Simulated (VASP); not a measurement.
P, 2 atoms in the cell. Symmetry: Fd-3m, No. 227, cubic system. The conventional cell has a = 5.423 Å, b = 5.423 Å, c = 5.423 Å, α = 90.00°, β = 90.00°, γ = 90.00°. Within 3.1 Å of P (site symmetry -43m) lie 4 P at 2.35 Å. This isn't the form of P at room conditions, which is orthorhombic.

- Program: VASP 6.6.1
- Task: single point
- Functional: r2SCAN
- Potentials or basis: VASP PAW PBE potentials, release 64 (P)
- Cutoff: 520 eV
- k mesh: 11 × 11 × 11
- Occupations: fermi-dirac, width 0.1 eV
- Spin: no spin polarisation
- Dipole correction: no
- Further INCAR settings: ALGO = Normal; EDIFF = 1e-06; NBANDS = 12

Potentials or basis: VASP PAW PBE potentials, release 64 (P).

Launch:

```bash
$ cat potpaw_PBE.64/P/POTCAR > POTCAR
$ cp INCAR.step1 INCAR
$ mpirun -np 1 vasp_std > vasp.out
$ cp INCAR.step2 INCAR
$ mpirun -np 1 vasp_std > vasp.out
```

Hardware: 1 thread of Intel(R) Xeon(R) 6975P-C (Granite Rapids), with other jobs on the host.

**Question.** How long does it take, and how much memory?

**Answer.** Wall time 46 s on 1 thread of Intel(R) Xeon(R) 6975P-C (Granite Rapids), on a shared host, peak memory 0.17 GiB. Counts: k points 56.
